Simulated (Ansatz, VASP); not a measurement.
GaAs in VASP and in Ansatz

```xyz
2
Lattice="0.0000 2.8456 2.8456 2.8456 0.0000 2.8456 2.8456 2.8456 0.0000" Properties=species:S:1:pos:R:3 pbc="T T T"
Ga    0.0000    0.0000    0.0000
As    4.2684    4.2684    4.2684
```

Change from the starting cell: volume scaled by 1.02, crystal datasets.

Alike in both runs: task electric field gradients; functional LDA; k mesh 11 × 11 × 11; occupations fermi-dirac, width 0.05 eV; no spin polarisation.

```csv
,VASP,Ansatz
version,VASP 6.6.1,Ansatz 0.2.0
potentials or method,"VASP PAW LDA potentials, release 64 (Ga_d, As), cutoff 520 eV","all-electron PAW with datasets made for the crystal, scalar-relativistic"
```

|  | VASP | Ansatz | Ansatz less VASP |
| --- | --- | --- | --- |
| pressure (GPa) | -2.8 | -3.1 | -0.22 |

LDA's correlation is that of Perdew and Zunger in VASP and of Perdew and Wang (1992) in Ansatz. Ansatz ran all-electron here, and VASP with PAW potentials.
